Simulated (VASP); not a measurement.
# Hg (Im-3m) in VASP: notebook

Runs on Hg. Level: LDA. Tasks: single point, relaxation of cell and atoms.

Everything below comes from runs of VASP 6.6.1. Logs are shortened: lines on timing, memory, paths and dates and some standing lists are left out, and cuts for length are marked.

## 1. The cell of the first run

The structure is cubic, space group Im-3m (No. 229). The conventional cell has a = 3.288 Å, b = 3.288 Å, c = 3.288 Å, α = 90.00°, β = 90.00°, γ = 90.00°. Hg (site symmetry m-3m) has 14 Hg at 2.85 to 3.29 Å within 3.8 Å.

## 2. Single point, LDA

Input file INCAR:

```
SYSTEM = Hg
PREC = Accurate
ENCUT = 520
EDIFF = 1E-6
ISMEAR = -1
SIGMA = 0.05
LREAL = .False.
LASPH = .True.
NELM = 100
ALGO = Normal
ISIF = 2
LWAVE = .False.
LCHARG = .False.
NBANDS = 12
```

Input file KPOINTS:

```
regular mesh
0
Gamma
  16 16 16
  0 0 0
```

Input file POSCAR:

```
Hg
1.0
   -1.6440746159      1.6440746159      1.6440746159
    1.6440746159     -1.6440746159      1.6440746159
    1.6440746159      1.6440746159     -1.6440746159
Hg
1
Direct
    0.0000000000      0.0000000000      0.0000000000
```

Potentials or basis: VASP PAW LDA potentials, release 64 (Hg).

The run is started by

```bash
$ cat potpaw_LDA.64/Hg/POTCAR > POTCAR
$ mpirun -np 1 vasp_std > vasp.out
```

OUTCAR:

```text
SYSTEM = Hg
   PREC = Accurate
   ENCUT = 520
   EDIFF = 1E-6
   ISMEAR = -1
   LREAL = .False.
   LASPH = .True.
   NELM = 100
   ISIF = 2

 ion  position               nearest neighbor table
   1  0.000  0.000  0.000-

  LATTYP: Found a body centered cubic cell.
 ALAT       =     3.2881492318

  Lattice vectors:

 A1 = (  -1.6440746159,   1.6440746159,   1.6440746159)
 A2 = (   1.6440746159,  -1.6440746159,   1.6440746159)
 A3 = (   1.6440746159,   1.6440746159,  -1.6440746159)

Analysis of symmetry for initial positions (statically):
=====================================================================
 Subroutine PRICEL returns:
 Original cell was already a primitive cell.

 Routine SETGRP: Setting up the symmetry group for a
 body centered cubic supercell.

 Subroutine GETGRP returns: Found 48 space group operations
 (whereof 48 operations were pure point group operations)
 out of a pool of 48 trial point group operations.

The static configuration has the point symmetry O_h .

Analysis of symmetry for dynamics (positions and initial velocities):
=====================================================================
 Subroutine PRICEL returns:
 Original cell was already a primitive cell.

 Routine SETGRP: Setting up the symmetry group for a
 body centered cubic supercell.

 Subroutine GETGRP returns: Found 48 space group operations
 (whereof 48 operations were pure point group operations)
 out of a pool of 48 trial point group operations.

The dynamic configuration has the point symmetry O_h .

 Subroutine INISYM returns: Found 48 space group operations
 (whereof 48 operations are pure point group operations),
 and found     1 'primitive' translations

----------------------------------------------------------------------------------------

                                     Primitive cell

  volume of cell :      17.7756

  direct lattice vectors                    reciprocal lattice vectors
    -1.644074616  1.644074616  1.644074616     0.000000000  0.304122450  0.304122450
     1.644074616 -1.644074616  1.644074616     0.304122450  0.000000000  0.304122450
     1.644074616  1.644074616 -1.644074616     0.304122450  0.304122450  0.000000000

  length of vectors
     2.847620766  2.847620766  2.847620766     0.430094093  0.430094093  0.430094093

  position of ions in fractional coordinates (direct lattice)
     0.000000000  0.000000000  0.000000000

  ion indices of the primitive-cell ions
   primitive index   ion index
                 1           1

----------------------------------------------------------------------------------------

 KPOINTS: regular mesh

Automatic generation of k-mesh.
 Grid dimensions read from file:
 generate k-points for:   16   16   16

 Generating k-lattice:

  Cartesian coordinates                     Fractional coordinates (reciprocal lattice)
     0.000000000  0.019007653  0.019007653     0.062500000  0.000000000  0.000000000
     0.019007653  0.000000000  0.019007653     0.000000000  0.062500000  0.000000000
     0.019007653  0.019007653  0.000000000     0.000000000  0.000000000  0.062500000

  Length of vectors
     0.026880881  0.026880881  0.026880881

  Shift w.r.t. Gamma in fractional coordinates (k-lattice)
     0.000000000  0.000000000  0.000000000

 Subroutine IBZKPT returns following result:
 ===========================================

 Found    145 irreducible k-points:

 Following reciprocal coordinates:
            Coordinates               Weight
  0.000000  0.000000  0.000000      1.000000
  0.062500  0.000000  0.000000     12.000000
  0.125000  0.000000  0.000000     12.000000
  0.187500  0.000000  0.000000     12.000000
  0.250000  0.000000  0.000000     12.000000
  0.312500  0.000000  0.000000     12.000000
[... 16 lines left out ...]
  0.187500  0.187500  0.000000     24.000000
  0.250000  0.187500 -0.000000     48.000000
 [... further k-points ...]
   k-points           NKPTS =    145   k-points in BZ     NKDIM =    145   number of bands    NBANDS=     12
   number of dos      NEDOS =    301   number of ions     NIONS =      1
   total plane-waves  NPLWV =  13824
   dimension x,y,z NGX =    24 NGY =   24 NGZ =   24
   dimension x,y,z NGXF=    48 NGYF=   48 NGZF=   48
   ions per type =               1
   NGX,Y,Z   is equivalent  to a cutoff of  14.01, 14.01, 14.01 a.u.
   NGXF,Y,Z  is equivalent  to a cutoff of  28.02, 28.02, 28.02 a.u.
 SYSTEM =  Hg
   PREC   = accura    normal or accurate (medium, high low for compatibility)
   ISTART =      0    job   : 0-new  1-cont  2-samecut
   ICHARG =      2    charge: 1-file 2-atom 10-const
   ISPIN  =      1    spin polarized calculation?
   LNONCOLLINEAR =      F non collinear calculations
   LSORBIT =      F    spin-orbit coupling
   LASPH  =      T    aspherical Exc in radial PAW
   ENCUT  =  520.0 eV  38.22 Ry    6.18 a.u.   5.29  5.29  5.29*2*pi/ulx,y,z
   NELM   =    100;   NELMIN=  2; NELMDL= -5     # of ELM steps
   EDIFF  = 0.1E-05   stopping-criterion for ELM
   LREAL  =      F    real-space projection
   EDIFFG = 0.1E-04   stopping-criterion for IOM
   NSW    =      0    number of steps for IOM
   IBRION =     -1    ionic relax: 0-MD 1-quasi-New 2-CG
   NFREE  =      0    steps in history (QN), initial steepest desc. (CG)
   ISIF   =      2    stress and relaxation
   ISYM   =      2    0-nonsym 1-usesym 2-fastsym
   POTIM  = 0.5000    time-step for ionic-motion
   TEBEG  =    0.0;   TEEND  =   0.0 temperature during run
   PSTRESS=    0.0 pullay stress
   NELECT =      12.0000    total number of electrons
   NUPDOWN=      -1.0000    fix difference up-down
   EMIN   =  10.00;   EMAX   =-10.00  energy-range for DOS
   EFERMI =   0.00;   METHOD = LEGACY
   ISMEAR =    -1;   SIGMA  =   0.05  broadening in eV -4-tet -1-fermi 0-gaus
   EFERMI_NEDOS =   21; number of points for ismear=-14 and -15
   IALGO  =     38    algorithm
   IMIX   =      4    mixing-type and parameters
     AMIX     =   0.40;   BMIX     =  1.00
     AMIX_MAG =   1.60;   BMIX_MAG =  1.00
  volume/ion in A,a.u.               =      17.78       119.96
  Fermi-wavevector in a.u.,A,eV,Ry     =   1.436130  2.713892 28.061596  2.062469
  Thomas-Fermi vector in A             =   2.555352
   LORBIT       =      0    0 simple, 1 ext, 2 COOP (PROOUT), +10 PAW based schemes
   GGA     = CA    functional components
   LHFCALC =     F    Hartree Fock is set to
   AEXX    =    0.0000 exact exchange contribution
   IVDW    =     0    specifies the selected vdW correction
   LEPSILON=     F    determine dielectric tensor
   LRPA    =     F    only Hartree local field effects (RPA)
 non-spin polarized calculation
  energy-cutoff  :      520.00
  volume of cell :       17.78
 maximum number of plane-waves:       490
 NGX is ok and might be reduce to    24
   NGX = 11   NGY = 11   NGZ = 11

 number of electron      12.0000002 magnetization

 Free energy of the ion-electron system (eV)
  ---------------------------------------------------
  ext. energy  EPLUGINS =         0.00000000
  ---------------------------------------------------
  free energy    TOTEN  =        -0.61387103 eV

  energy without entropy =       -0.61110384  energy(sigma->0) =       -0.61248743

 E-fermi :   5.5955     XC(G=0): -12.7621

 val. band max:        5.4931363078   @ k =   0.4375   0.0625   0.0000
 cond. band min:       5.6216660401   @ k =   0.5000   0.5000   0.2500
 fundamental gap:      0.1285297323
 Fermi energy:         5.5954945537

 k-point     1 :       0.0000    0.0000    0.0000
  band No.  band energies     occupation
      1      -6.4970      2.00000
      2      -3.0479      2.00000
      3      -3.0479      2.00000
      4      -3.0479      2.00000
      5      -1.5006      2.00000
      6      -1.5006      2.00000
      7      21.2149      0.00000
      8      21.2149      0.00000
      9      21.2149      0.00000
     10      25.9863      0.00000
     11      25.9863      0.00000
     12      25.9863      0.00000

 k-point     2 :       0.0625    0.0000    0.0000
  band No.  band energies     occupation
      1      -6.3611      2.00000
      2      -3.0817      2.00000
      3      -3.0396      2.00000
      4      -2.9636      2.00000
      5      -1.5393      2.00000
      6      -1.4984      2.00000
      7      20.9515      0.00000
      8      21.1861      0.00000
      9      21.3314      0.00000
     10      24.6462      0.00000
     11      24.9315      0.00000
     12      25.3727      0.00000

 k-point     3 :       0.1250    0.0000    0.0000
  band No.  band energies     occupation
      1      -5.9702      2.00000
      2      -3.1768      2.00000
      3      -3.0112      2.00000
      4      -2.7174      2.00000
      5      -1.6311      2.00000
      6      -1.4909      2.00000
      7      19.6479      0.00000
      8      20.8173      0.00000
      9      21.6598      0.00000
     10      23.2146      0.00000
     11      23.9507      0.00000
     12      24.1062      0.00000

 k-point     4 :       0.1875    0.0000    0.0000
  band No.  band energies     occupation
      1      -5.3962      2.00000
      2      -3.3161      2.00000
      3      -2.9229      2.00000
      4      -2.3307      2.00000
      5      -1.7172      2.00000
      6      -1.4771      2.00000
      7      17.1546      0.00000
      8      19.8319      0.00000
      9      22.1405      0.00000
     10      22.2419      0.00000
     11      22.8310      0.00000
     12      24.3774      0.00000

 k-point     5 :       0.2500    0.0000    0.0000
  band No.  band energies     occupation
      1      -4.8451      2.00000
      2      -3.4758      2.00000
      3      -2.5912      2.00000
      4      -1.8416      2.00000
      5      -1.7459      2.00000
      6      -1.4567      2.00000
      7      14.3215      0.00000
      8      18.6588      0.00000
      9      20.5200      0.00000
     10      22.6858      0.00000
     11      22.8711      0.00000
     12      25.3822      0.00000
[... 228 lines left out ...]
      1      -4.3998      2.00000
      2      -3.7348      2.00000
      3      -1.7727      2.00000
      4      -1.6033      2.00000
      5      -0.9387      2.00000
      6       2.3112      2.00000
      7       6.6385      0.00000
      8      14.1821      0.00000
      9      16.7143      0.00000
     10      23.6928      0.00000
     11      26.2551      0.00000
     12      27.0425      0.00000

 k-point    22 :       0.4375    0.1250   -0.0000
  band No.  band energies     occupation
      1      -4.4309      2.00000
      2      -3.7616      2.00000
      3      -1.6779      2.00000
      4      -1.6338      2.00000
      5      -0.7899      2.00000
      6       3.6482      2.00000
      7       5.0151      1.99998
      8      13.9793      0.00000
      9      16.5329      0.00000
     10      23.7972      0.00000
     11      26.2703      0.00000
     12      27.0868      0.00000

 k-point    23 :       0.1875    0.1875    0.0000
  band No.  band energies     occupation
      1      -4.1822      2.00000
      2      -3.3158      2.00000
      3      -3.0511      2.00000
      4      -1.8265      2.00000
      5      -1.3636      2.00000
      6      -0.3310      2.00000
      7      12.5366      0.00000
      8      14.6242      0.00000
      9      18.2801      0.00000
     10      22.8571      0.00000
     11      25.6868      0.00000
     12      27.7879      0.00000

 k-point    24 :       0.2500    0.1875   -0.0000
  band No.  band energies     occupation
      1      -4.1116      2.00000
      2      -3.4381      2.00000
      3      -2.6222      2.00000
      4      -1.7596      2.00000
      5      -1.3020      2.00000
      6       0.8247      2.00000
      7      10.3081      0.00000
      8      13.3374      0.00000
      9      17.5662      0.00000
     10      23.2145      0.00000
     11      26.0905      0.00000
     12      28.5080      0.00000

 [... further k-points ...]

------------------------ aborting loop because EDIFF is reached ----------------------------------------

  FORCE on cell =-STRESS in cart. coord.  units (eV):
  Direction    XX          YY          ZZ          XY          YZ          ZX
  --------------------------------------------------------------------------------------
  -------------------------------------------------------------------------------------
  Total        3.1374644      3.1374644      3.1374644     -0.0000000      0.0000000      0.0000000
  in kB      282.7905029    282.7905029    282.7905029     -0.0000000      0.0000000      0.0000000
  external PRESSURE =     282.7905029 kB  Pullay stress =       0.0000000 kB

 VOLUME and BASIS-vectors are now :
 -----------------------------------------------------------------------------
  energy-cutoff  :      520.00
  volume of cell :       17.78
      direct lattice vectors                 reciprocal lattice vectors
    -1.644074616  1.644074616  1.644074616     0.000000000  0.304122450  0.304122450
     1.644074616 -1.644074616  1.644074616     0.304122450  0.000000000  0.304122450
     1.644074616  1.644074616 -1.644074616     0.304122450  0.304122450  0.000000000

 POSITION                                       TOTAL-FORCE (eV/Angst)
 -----------------------------------------------------------------------------------
      0.00000      0.00000      0.00000         0.000000     -0.000000      0.000000
 -----------------------------------------------------------------------------------
    total drift:                               -0.000000      0.000000     -0.000000

  FREE ENERGIE OF THE ION-ELECTRON SYSTEM (eV)
  ---------------------------------------------------
  free  energy   TOTEN  =        -0.6138710255 eV

  energy  without entropy=       -0.6111038390  energy(sigma->0) =       -0.61248743
```

Wall time 28 s (1 thread of Intel Xeon Platinum 8259CL at 2.50GHz (Skylake/Cascade Lake), shared host); peak memory 0.15 GiB.

What came out:

```yaml
Free_energy: -0.6139 eV
Pressure: 28.3 GPa
Band_gap_on_the_k_mesh: zero (bands 6 and 7 overlap by 4.23 eV)
```

Levels at points of the mesh, in eV from the Fermi level:
```
           k point  band 2  band 3  band 4  band 5  band 6  band 7  band 8  band 9  band 10  band 11
(0.00, 0.00, 0.00)   -8.64   -8.64   -8.64   -7.10   -7.10   15.62   15.62   15.62    20.39    20.39
(0.50, 0.00, 0.00)   -9.47   -7.21   -6.98   -5.92   -3.06   -0.59   10.56   10.97    17.93    18.36
(0.50, 0.50, 0.50)  -10.03   -6.21   -6.21   -6.21    3.62    3.62    3.62    5.56    12.04    12.04
```

Caveat: the cell stands under pressure; spin-orbit coupling is left out, which moves the levels of the heavy elements.

(Continued in part 2 of 2.)

The gap in the log of VASP goes by the Fermi energy; the results here count the filled bands.